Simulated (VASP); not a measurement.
A run of VASP 6.6.1 is set up as follows.

INCAR

```
ALGO     = Normal         # electronic algorithm
EDIFF    = 1E-6           # SCF threshold, eV
ENCUT    = 520            # plane-wave cutoff, eV
GGA      = PS             # functional
ISIF     = 2              # what is computed and relaxed
ISMEAR   = -1             # smearing method
LASPH    = T              # aspherical terms in the spheres
LCHARG   = F              # write CHGCAR
LREAL    = F              # projectors in reciprocal space
LWAVE    = F              # write WAVECAR
NBANDS   = 16             # bands
NELM     = 100            # most SCF steps
PREC     = Accurate       # precision mode
SIGMA    = 0.08           # smearing width, eV
```

Contents of KPOINTS:

```
k-points
0
Gamma
  11 11 11
```

The input POSCAR:

```
CdSe
1.0
    0.0000000000      2.6206194889      2.6206194889
    2.6206194889      0.0000000000      2.6206194889
    2.6206194889      2.6206194889      0.0000000000
Cd Se
1 1
Direct
    0.0000000000      0.0000000000      0.0000000000
    0.2500000000      0.2500000000      0.2500000000
```

Potentials or basis: VASP PAW PBE potentials, release 64 (Cd, Se).

Launch:

```sh
$ cat potpaw_PBE.64/Cd/POTCAR potpaw_PBE.64/Se/POTCAR > POTCAR
$ mpirun -np 1 vasp_std > vasp.out
```

Question: Predict the pressure.

Answer: 68.3 GPa.

Question: What does it give for the band gap on the k mesh?

Answer: 1.21 eV, direct.

Caveat: the PAW data sets were made with another functional, which shifts forces and pressure a little.
